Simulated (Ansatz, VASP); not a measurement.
## One calculation of Bi, two programs

INCAR

```
ALGO = Fast
EDIFF = 1E-6
ENCUT = 520
GGA = PS
ISIF = 2
ISMEAR = 0
IVDW = 12
LASPH = T
LCHARG = F
LREAL = F
LWAVE = F
NBANDS = 14
NELM = 60
PREC = Accurate
SIGMA = 0.15
```

The input KPOINTS:

```
k-points
0
Gamma
  18 18 18
```

The input POSCAR:

```
Bi
1.0
   -1.6113520536      1.6113520536      2.5230550455
    1.6113520536     -1.6113520536      2.5230550455
    1.6113520536      1.6113520536     -2.5230550455
Bi
1
Direct
    0.0000000000      0.0000000000      0.0000000000
```

Input for Ansatz:

```yaml
crystal:
  lattice:
    - [-1.6113520536, 1.6113520536, 2.5230550455]
    - [1.6113520536, -1.6113520536, 2.5230550455]
    - [1.6113520536, 1.6113520536, -2.5230550455]
  atoms:
    - { symbol: Bi, position: [0.0, 0.0, 0.0] }
basis:
  ecutwfc: 420
kpoints:
  mp_grid: { grid: [18, 18, 18] }
hamiltonian:
  xc: pbesol
  pseudopotentials: { kind: paw }
  dispersion: d3bj
scf:
  occupations: { method: gaussian, width: 0.15 }
output:
  forces: true
  stress: true
  eigenvalues: true
  write_density: true
  write_potential: true
  elf: true
  volumetric_format: npy
```

Alike in both runs: task single point; functional PBEsol; dispersion D3(BJ); k mesh 18 × 18 × 18; occupations gaussian, width 0.15 eV; no spin polarisation.

|  | VASP | Ansatz |
| --- | --- | --- |
| version | VASP 6.6.1 | Ansatz 0.2.0 |
| potentials or method | VASP PAW PBE potentials, release 64 (Bi_d), cutoff 520 eV | scalar-relativistic, plane waves, PAW |
| valence electrons in the cell | 15 | 15 |

VASP gave:

- gap on the k mesh at the Fermi level (eV): none
- pressure (GPa): 7.8
- traceless stress, the component that is largest in VASP (GPa): -0.74

Problem. What did Ansatz give for the same quantities?

Solution. gap on the k mesh at the Fermi level (eV): none; pressure (GPa): 7.9; traceless stress, the component that is largest in VASP (GPa): -0.74.

VASP's potentials were made for PBE, not for PBEsol. A gap of «none» marks a metal or a gap that the smearing closes.

Neither program's run includes spin-orbit coupling.
